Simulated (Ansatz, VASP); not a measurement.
# One calculation of KZr2Cl6, two programs

```xyz
9
Lattice="4.5510 0.0000 0.0000 -2.2755 3.9412 0.0000 0.0000 0.0000 12.5301" Properties=species:S:1:pos:R:3 pbc="T T T"
K     0.0000    0.0000    0.0000
Zr    0.0000    2.6275    8.2498
Zr    2.2755    1.3137    4.2802
Cl    2.2755    1.3137    7.0861
Cl    0.0000    0.0000    3.7851
Cl    0.0000    2.6275   10.8360
Cl    0.0000    2.6275    5.4440
Cl    2.2755    1.3137    1.6941
Cl    0.0000    0.0000    8.7450
```

Alike in both runs: functional PBE; k mesh 6 × 6 × 2; occupations gaussian, width 0.1 eV; no spin polarisation.

Ansatz relaxed the structure, and its values are those at the end. VASP's run is a single point on that final structure, the one shown.

|  | VASP | Ansatz |
| --- | --- | --- |
| version | VASP 6.6.1 | Ansatz 0.2.0 |
| potentials or method | VASP PAW PBE potentials, release 64 (K_sv, Zr_sv, Cl), cutoff 520 eV | scalar-relativistic, plane waves, PAW |
| valence electrons in the cell | 75 | 75 |

|  | VASP | Ansatz | Ansatz less VASP |
| --- | --- | --- | --- |
| gap on the k mesh at the Fermi level (eV) | none | none | - |
| pressure (GPa) | -0.1 | -0.1 | +0.01 |
| rms of the force components (eV/Å) | 0.010 | 0.009 | -0.0011 |

A gap of «none» marks a metal or a gap that the smearing closes. With one functional, cell and mesh, what is left measures potentials, basis and numerics.
